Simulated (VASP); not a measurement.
# Pb (Fm-3m) in VASP: settings compared

Aim: see how the results for Pb move with the level of theory and the settings. Levels: pbe exchange, lyp correlation. Tasks: single point.

All numbers are computed with VASP 6.6.1; they aren't measurements. Logs are shortened: lines on timing, memory, paths and dates and some standing lists are left out, and cuts for length are marked.

## 1. The cell of the first run

It takes space group Fm-3m (No. 225, cubic). The conventional cell has a = 4.849 Å, b = 4.849 Å, c = 4.849 Å, α = 90.00°, β = 90.00°, γ = 90.00°. Pb (site symmetry m-3m) has 12 Pb at 3.43 Å within 4.5 Å.

## 2. Single point, pbe exchange, lyp correlation, collinear spin, zero start (28.50 Å³/atom)

Input file INCAR:

```
ALGO = Normal ; EDIFF = 1E-6
ENCUT = 500 ; GGA = LIBXC
GGA_COMPAT = False ; ISIF = 2
ISMEAR = -5 ; ISPIN = 2
LASPH = True ; LCHARG = False
LIBXC1 = GGA_X_PBE ; LIBXC2 = GGA_C_LYP
LORBIT = 11 ; LREAL = False
LWAVE = False ; MAGMOM = 0
NBANDS = 17 ; NELM = 200
NUPDOWN = 0.0 ; PREC = Accurate
SIGMA = 0.05
```

Input file KPOINTS:

```
k-points
0
Gamma
  9 9 9
```

Input file POSCAR:

```
Pb
1.0
    0.0000000000      2.4244952108      2.4244952108
    2.4244952108      0.0000000000      2.4244952108
    2.4244952108      2.4244952108      0.0000000000
Pb
1
Direct
    0.0000000000      0.0000000000      0.0000000000
```

Potentials or basis: VASP PAW PBE potentials, release 64 (Pb_d).

Started as:

```console
$ cat potpaw_PBE.64/Pb_d/POTCAR > POTCAR
$ mpirun -np 1 vasp_std > vasp.out
```

OUTCAR:

```text
EDIFF = 1E-6
   ENCUT = 500
   GGA = LIBXC
   ISIF = 2
   ISMEAR = -5
   ISPIN = 2
   LASPH = True
   LORBIT = 11
   LREAL = False
   NELM = 200
   NUPDOWN = 0.0
   PREC = Accurate

 ion  position               nearest neighbor table
   1  0.000  0.000  0.000-

  LATTYP: Found a face centered cubic cell.
 ALAT       =     4.8489904216

  Lattice vectors:

 A1 = (   0.0000000000,   2.4244952108,   2.4244952108)
 A2 = (   2.4244952108,   0.0000000000,   2.4244952108)
 A3 = (   2.4244952108,   2.4244952108,   0.0000000000)

Analysis of symmetry for initial positions (statically):
=====================================================================
 Subroutine PRICEL returns:
 Original cell was already a primitive cell.

 Routine SETGRP: Setting up the symmetry group for a
 face centered cubic supercell.

 Subroutine GETGRP returns: Found 48 space group operations
 (whereof 48 operations were pure point group operations)
 out of a pool of 48 trial point group operations.

The static configuration has the point symmetry O_h .

Analysis of symmetry for dynamics (positions and initial velocities):
=====================================================================
 Subroutine PRICEL returns:
 Original cell was already a primitive cell.

 Routine SETGRP: Setting up the symmetry group for a
 face centered cubic supercell.

 Subroutine GETGRP returns: Found 48 space group operations
 (whereof 48 operations were pure point group operations)
 out of a pool of 48 trial point group operations.

The dynamic configuration has the point symmetry O_h .

Analysis of structural, dynamic, and magnetic symmetry:
=====================================================================
 Subroutine PRICEL returns:
 Original cell was already a primitive cell.

 Routine SETGRP: Setting up the symmetry group for a
 face centered cubic supercell.

 Subroutine GETGRP returns: Found 48 space group operations
 (whereof 48 operations were pure point group operations)
 out of a pool of 48 trial point group operations.

The overall configuration has the point symmetry O_h .

 Subroutine INISYM returns: Found 48 space group operations
 (whereof 48 operations are pure point group operations),
 and found     1 'primitive' translations

----------------------------------------------------------------------------------------

                                     Primitive cell

  volume of cell :      28.5032

  direct lattice vectors                    reciprocal lattice vectors
     0.000000000  2.424495211  2.424495211    -0.206228496  0.206228496  0.206228496
     2.424495211  0.000000000  2.424495211     0.206228496 -0.206228496  0.206228496
     2.424495211  2.424495211  0.000000000     0.206228496  0.206228496 -0.206228496

  length of vectors
     3.428754009  3.428754009  3.428754009     0.357198232  0.357198232  0.357198232

  position of ions in fractional coordinates (direct lattice)
     0.000000000  0.000000000  0.000000000

  ion indices of the primitive-cell ions
   primitive index   ion index
                 1           1

----------------------------------------------------------------------------------------

 KPOINTS: k-points

Automatic generation of k-mesh.
 Grid dimensions read from file:
 generate k-points for:    9    9    9

 Generating k-lattice:

  Cartesian coordinates                     Fractional coordinates (reciprocal lattice)
    -0.022914277  0.022914277  0.022914277     0.111111111  0.000000000  0.000000000
     0.022914277 -0.022914277  0.022914277     0.000000000  0.111111111  0.000000000
     0.022914277  0.022914277 -0.022914277     0.000000000  0.000000000  0.111111111

  Length of vectors
     0.039688692  0.039688692  0.039688692

  Shift w.r.t. Gamma in fractional coordinates (k-lattice)
     0.000000000  0.000000000  0.000000000

 TETIRR: Found    115 inequivalent tetrahedra from     4374

 Subroutine IBZKPT returns following result:
 ===========================================

 Found     35 irreducible k-points:

 Following reciprocal coordinates:
            Coordinates               Weight
  0.000000  0.000000  0.000000      1.000000
  0.111111  0.000000  0.000000      8.000000
  0.222222  0.000000  0.000000      8.000000
  0.333333  0.000000  0.000000      8.000000
  0.444444  0.000000  0.000000      8.000000
  0.111111  0.111111  0.000000      6.000000
[... 16 lines left out ...]
 -0.333333  0.333333  0.000000     12.000000
  0.444444  0.444444  0.000000      6.000000
 [... further k-points ...]
   k-points           NKPTS =     35   k-points in BZ     NKDIM =     35   number of bands    NBANDS=     17
   number of dos      NEDOS =    301   number of ions     NIONS =      1
   total plane-waves  NPLWV =  21952
   dimension x,y,z NGX =    28 NGY =   28 NGZ =   28
   dimension x,y,z NGXF=    56 NGYF=   56 NGZF=   56
   ions per type =               1
   NGX,Y,Z   is equivalent  to a cutoff of  13.58, 13.58, 13.58 a.u.
[... 35 lines left out ...]
   LORBIT       =     11    0 simple, 1 ext, 2 COOP (PROOUT), +10 PAW based schemes
   GGA     = LIBXC    functional components
   LHFCALC =     F    Hartree Fock is set to
   AEXX    =    0.0000 exact exchange contribution
   IVDW    =     0    specifies the selected vdW correction
   LEPSILON=     F    determine dielectric tensor
   LRPA    =     F    only Hartree local field effects (RPA)
 spin polarized calculation
 Fermi weights with tetrahedron method with Bloechl corrections
  energy-cutoff  :      500.00
  volume of cell :       28.50
 maximum number of plane-waves:       745
 NGX is ok and might be reduce to    28
   NGX = 13   NGY = 13   NGZ = 13

 number of electron      14.0000001 magnetization       0.0000000

 number of electron      14.0000001 magnetization      -0.0000000

 Free energy of the ion-electron system (eV)
  ---------------------------------------------------
  ext. energy  EPLUGINS =         0.00000000
  ---------------------------------------------------
  free energy    TOTEN  =        -2.78896598 eV

  energy without entropy =       -2.78896598  energy(sigma->0) =       -2.78896598

 E-fermi :   8.6340     XC(G=0):  -9.8486

 val. band max:        8.5804642371   @ k =   0.3333   0.3333   0.0000
 cond. band min:       8.3706548309   @ k =  -0.2222   0.3333   0.1111
 fundamental gap:     -0.2098094062
 Fermi energy:         8.6339858382

 spin component 1

 k-point     1 :       0.0000    0.0000    0.0000
  band No.  band energies     occupation
      1      -8.6278      1.00000
      2      -8.6278      1.00000
      3      -8.6278      1.00000
      4      -8.4579      1.00000
      5      -8.4579      1.00000
      6      -3.7155      1.00000
[... 9 lines left out ...]
     16      23.6782      0.00000
     17      23.6782      0.00000

 k-point     2 :       0.1111    0.0000    0.0000
  band No.  band energies     occupation
      1      -8.6291      1.00000
      2      -8.6081      1.00000
      3      -8.6081      1.00000
      4      -8.4582      1.00000
      5      -8.4582      1.00000
      6      -3.4638      1.00000
[... 9 lines left out ...]
     16      22.9143      0.00000
     17      24.3073      0.00000
[... 421 lines left out ...]
 k-point    24 :       0.4444    0.4444    0.0000
  band No.  band energies     occupation
      1      -8.8200      1.00000
      2      -8.7132      1.00000
      3      -8.3140      1.00000
      4      -8.2682      1.00000
      5      -8.2682      1.00000
      6       1.2188      1.00000
[... 9 lines left out ...]
     16      31.7558      0.00000
     17      31.7600      0.00000

 [... further k-points ...]

 spin component 2

 k-point     1 :       0.0000    0.0000    0.0000
  band No.  band energies     occupation
      1      -8.6278      1.00000
      2      -8.6278      1.00000
      3      -8.6278      1.00000
      4      -8.4579      1.00000
      5      -8.4579      1.00000
      6      -3.7155      1.00000
[... 9 lines left out ...]
     16      23.6782      0.00000
     17      23.6782      0.00000

 k-point     2 :       0.1111    0.0000    0.0000
  band No.  band energies     occupation
      1      -8.6291      1.00000
      2      -8.6081      1.00000
      3      -8.6081      1.00000
      4      -8.4582      1.00000
      5      -8.4582      1.00000
      6      -3.4638      1.00000
[... 9 lines left out ...]
     16      22.9143      0.00000
     17      24.3073      0.00000
[... 421 lines left out ...]
 k-point    24 :       0.4444    0.4444    0.0000
  band No.  band energies     occupation
      1      -8.8200      1.00000
      2      -8.7132      1.00000
      3      -8.3140      1.00000
      4      -8.2682      1.00000
      5      -8.2682      1.00000
      6       1.2188      1.00000
[... 9 lines left out ...]
     16      31.7558      0.00000
     17      31.7680      0.00000

 [... further k-points ...]

------------------------ aborting loop because EDIFF is reached ----------------------------------------

  FORCE on cell =-STRESS in cart. coord.  units (eV):
  Direction    XX          YY          ZZ          XY          YZ          ZX
  --------------------------------------------------------------------------------------
  -------------------------------------------------------------------------------------
  Total        1.8623707      1.8623707      1.8623707     -0.0000000     -0.0000000      0.0000000
  in kB      104.6845834    104.6845834    104.6845834     -0.0000000     -0.0000000      0.0000000
  external PRESSURE =     104.6845834 kB  Pullay stress =       0.0000000 kB

 VOLUME and BASIS-vectors are now :
 -----------------------------------------------------------------------------
  energy-cutoff  :      500.00
  volume of cell :       28.50
      direct lattice vectors                 reciprocal lattice vectors
     0.000000000  2.424495211  2.424495211    -0.206228496  0.206228496  0.206228496
     2.424495211  0.000000000  2.424495211     0.206228496 -0.206228496  0.206228496
     2.424495211  2.424495211  0.000000000     0.206228496  0.206228496 -0.206228496

 POSITION                                       TOTAL-FORCE (eV/Angst)
 -----------------------------------------------------------------------------------
      0.00000      0.00000      0.00000         0.000000      0.000000      0.000000
 -----------------------------------------------------------------------------------
    total drift:                               -0.000000     -0.000000     -0.000000

  FREE ENERGIE OF THE ION-ELECTRON SYSTEM (eV)
  ---------------------------------------------------
  free  energy   TOTEN  =        -2.7889659763 eV

  energy  without entropy=       -2.7889659763  energy(sigma->0) =       -2.78896598

 total charge

# of ion       s       p       d       tot
------------------------------------------
    1        1.411   0.796   9.813  12.020

 magnetization (x)

# of ion       s       p       d       tot
------------------------------------------
    1        0.000  -0.000   0.000   0.000
```

It took 21 s on 1 thread of Intel Xeon 6975P-C (Granite Rapids), shared host; peak memory 0.18 GiB.

Results:

```yaml
Free_energy: -2.7890 eV
Pressure: 10.5 GPa
Net_moment: 0.00 μB per cell
Valence_electrons_inside_the_program's_atomic_spheres: Pb 12.02
```

Caveat: the cell stands under pressure; the PAW data sets were made with another functional, which shifts forces and pressure a little; spin-orbit coupling is left out, which moves the levels of the heavy elements; the total moment is fixed, so each spin has its own Fermi level.

## 3. Single point, pbe exchange, lyp correlation, collinear spin, zero start (29.11 Å³/atom)

This run uses another cell than the first one, of 29.11 Å³/atom.

Input file INCAR:

```
PREC = Accurate ; ENCUT = 500
EDIFF = 1E-6 ; ISMEAR = -5
SIGMA = 0.05 ; LREAL = False
LASPH = True ; NELM = 200
ALGO = Normal ; ISIF = 2
LWAVE = False ; LCHARG = False
ISPIN = 2 ; MAGMOM = 0
LORBIT = 11 ; NUPDOWN = 0.0
GGA = LIBXC ; LIBXC1 = GGA_X_PBE
LIBXC2 = GGA_C_LYP ; NBANDS = 17
GGA_COMPAT = False
```

Input file KPOINTS:

```
Automatic mesh
0
Gamma
  9 9 9
```

Input file POSCAR:

```
Pb
1.0
    0.0000000000      2.4415696833      2.4415696833
    2.4415696833      0.0000000000      2.4415696833
    2.4415696833      2.4415696833      0.0000000000
Pb
1
Direct
    0.0000000000      0.0000000000      0.0000000000
```

Potentials or basis: VASP PAW PBE potentials, release 64 (Pb_d).

Started as:

```console
$ cat potpaw_PBE.64/Pb_d/POTCAR > POTCAR
$ mpirun -np 1 vasp_std > vasp.out
```

Run time: 16 s. Hardware: 1 thread of Intel Xeon 6975P-C (Granite Rapids), shared host; peak memory 0.18 GiB.

It converged, with:

* Free energy: -2.8247 eV
* Pressure: 8.9 GPa
* Net moment: 0.00 μB per cell
* Valence electrons inside the program's atomic spheres: Pb 12.01

Caveat: the cell stands under pressure; the PAW data sets were made with another functional, which shifts forces and pressure a little; spin-orbit coupling is left out, which moves the levels of the heavy elements; the total moment is fixed, so each spin has its own Fermi level.

## 4. Single point, pbe exchange, lyp correlation, collinear spin, zero start (29.72 Å³/atom)

This run uses another cell than the first one, of 29.72 Å³/atom.

Input file INCAR:

```
PREC = Accurate ; ENCUT = 500
EDIFF = 1E-6 ; ISMEAR = -5
SIGMA = 0.05 ; LREAL = False
LASPH = True ; NELM = 200
ALGO = Normal ; ISIF = 2
LWAVE = False ; LCHARG = True
ISPIN = 2 ; MAGMOM = 0
LORBIT = 11 ; NUPDOWN = 0.0
GGA = LIBXC ; LIBXC1 = GGA_X_PBE
LIBXC2 = GGA_C_LYP ; LELF = True
LVHAR = True ; NBANDS = 17
GGA_COMPAT = False
```

KPOINTS is that of step 3.

Input file POSCAR:

```
Pb
1.0
    0.0000000000      2.4584086270      2.4584086270
    2.4584086270      0.0000000000      2.4584086270
    2.4584086270      2.4584086270      0.0000000000
Pb
1
Direct
    0.0000000000      0.0000000000      0.0000000000
```

Started as:

```console
$ cat potpaw_PBE.64/Pb_d/POTCAR > POTCAR
$ mpirun -np 1 vasp_std > vasp.out
```

Run time: 18 s. Hardware: 1 thread of Intel Xeon 6975P-C (Granite Rapids), shared host; peak memory 0.18 GiB.

The run converged. Its results:

* Free energy: -2.8550 eV
* Pressure: 7.6 GPa
* Net moment: 0.00 μB per cell
* Valence electrons inside the program's atomic spheres: Pb 11.99

Caveat: the cell stands under pressure; the PAW data sets were made with another functional, which shifts forces and pressure a little; spin-orbit coupling is left out, which moves the levels of the heavy elements; the total moment is fixed, so each spin has its own Fermi level.

## 5. Single point, pbe exchange, lyp correlation, collinear spin, zero start (30.32 Å³/atom)

This run uses another cell than the first one, of 30.32 Å³/atom.

Input file INCAR:

```
SYSTEM = Pb
ALGO     = Normal         ! electronic algorithm
EDIFF    = 1E-6           ! SCF threshold, eV
ENCUT    = 500            ! plane-wave cutoff, eV
GGA      = LIBXC          ! functional
GGA_COMPAT= .False.      
ISIF     = 2              ! what is computed and relaxed
ISMEAR   = -5             ! smearing method
ISPIN    = 2              ! spin polarisation
LASPH    = .True.         ! aspherical terms in the spheres
LCHARG   = .False.        ! write CHGCAR
LIBXC1   = GGA_X_PBE    
LIBXC2   = GGA_C_LYP    
LORBIT   = 11             ! projections on sites
LREAL    = .False.        ! projectors in reciprocal space
LWAVE    = .False.        ! write WAVECAR
MAGMOM   = 0              ! initial moments
NBANDS   = 17             ! bands
NELM     = 200            ! most SCF steps
NUPDOWN  = 0.0            ! fixed moment
PREC     = Accurate       ! precision mode
SIGMA    = 0.05           ! smearing width, eV
```

Input file KPOINTS:

```
k-points
0
Gamma
  9 9 9
  0 0 0
```

Input file POSCAR:

```
Pb
1.0
    0.0000000000      2.4750200000      2.4750200000
    2.4750200000      0.0000000000      2.4750200000
    2.4750200000      2.4750200000      0.0000000000
Pb
1
Direct
    0.0000000000      0.0000000000      0.0000000000
```

Started as:

```console
$ cat potpaw_PBE.64/Pb_d/POTCAR > POTCAR
$ mpirun -np 1 vasp_std > vasp.out
```

It took 17 s on 1 thread of Intel Xeon 6975P-C (Granite Rapids), shared host; peak memory 0.18 GiB.

Results (log left out):

* Free energy: -2.8805 eV
* Pressure: 6.3 GPa
* Net moment: 0.00 μB per cell
* Valence electrons inside the program's atomic spheres: Pb 11.98

Caveat: the cell stands under pressure; the PAW data sets were made with another functional, which shifts forces and pressure a little; spin-orbit coupling is left out, which moves the levels of the heavy elements; the total moment is fixed, so each spin has its own Fermi level.

## 6. Single point, pbe exchange, lyp correlation, collinear spin, zero start (30.93 Å³/atom)

This run uses another cell than the first one, of 30.93 Å³/atom.

Input file INCAR:

```
PREC = Accurate ; ENCUT = 500
EDIFF = 1E-6 ; ISMEAR = -5
SIGMA = 0.05 ; LREAL = False
LASPH = True ; NELM = 200
ALGO = Normal ; ISIF = 2
LWAVE = False ; LCHARG = False
ISPIN = 2 ; MAGMOM = 0
LORBIT = 11 ; NUPDOWN = 0.0
GGA = LIBXC ; LIBXC1 = GGA_X_PBE
LIBXC2 = GGA_C_LYP ; NBANDS = 17
GGA_COMPAT = False
```

Input file KPOINTS:

```
regular mesh
0
Gamma
  9 9 9
```

Input file POSCAR:

```
Pb
1.0
    0.0000000000      2.4914113386      2.4914113386
    2.4914113386      0.0000000000      2.4914113386
    2.4914113386      2.4914113386      0.0000000000
Pb
1
Direct
    0.0000000000      0.0000000000      0.0000000000
```

Potentials or basis: VASP PAW PBE potentials, release 64 (Pb_d).

Started as:

```console
$ cat potpaw_PBE.64/Pb_d/POTCAR > POTCAR
$ mpirun -np 1 vasp_std > vasp.out
```

Wall time 15 s (1 thread of Intel Xeon 6975P-C (Granite Rapids), shared host); peak memory 0.18 GiB.

It converged, with:

```yaml
Free_energy: -2.9015 eV
Pressure: 5.2 GPa
Net_moment: 0.00 μB per cell
Valence_electrons_inside_the_program's_atomic_spheres: Pb 11.97
```

Caveat: the cell stands under pressure; the PAW data sets were made with another functional, which shifts forces and pressure a little; spin-orbit coupling is left out, which moves the levels of the heavy elements; the total moment is fixed, so each spin has its own Fermi level.

## 7. The runs side by side

| cell | pressure (GPa) | moment (μB) |
| --- | --- | --- |
| a = 3.429 Å, angles 60.0°, 1 atom | 10.5 | 0.00 |
| a = 3.453 Å, angles 60.0°, 1 atom | 8.9 | 0.00 |
| a = 3.477 Å, angles 60.0°, 1 atom | 7.6 | 0.00 |
| a = 3.500 Å, angles 60.0°, 1 atom | 6.3 | 0.00 |
| a = 3.523 Å, angles 60.0°, 1 atom | 5.2 | 0.00 |

Alike in all rows: task single point; level pbe exchange, lyp correlation; potentials or basis VASP PAW PBE potentials, release 64 (Pb_d); spin collinear, zero start; fixed moment (μB) 0.0; k mesh 9 × 9 × 9; cutoff (eV) 500; smearing tetrahedron.

Caveats: the cell stands under pressure; the PAW data sets were made with another functional, which shifts forces and pressure a little; spin-orbit coupling is left out, which moves the levels of the heavy elements; the total moment is fixed, so each spin has its own Fermi level.

Total energies depend on the potentials used, so only differences within one code and one set of settings carry meaning.
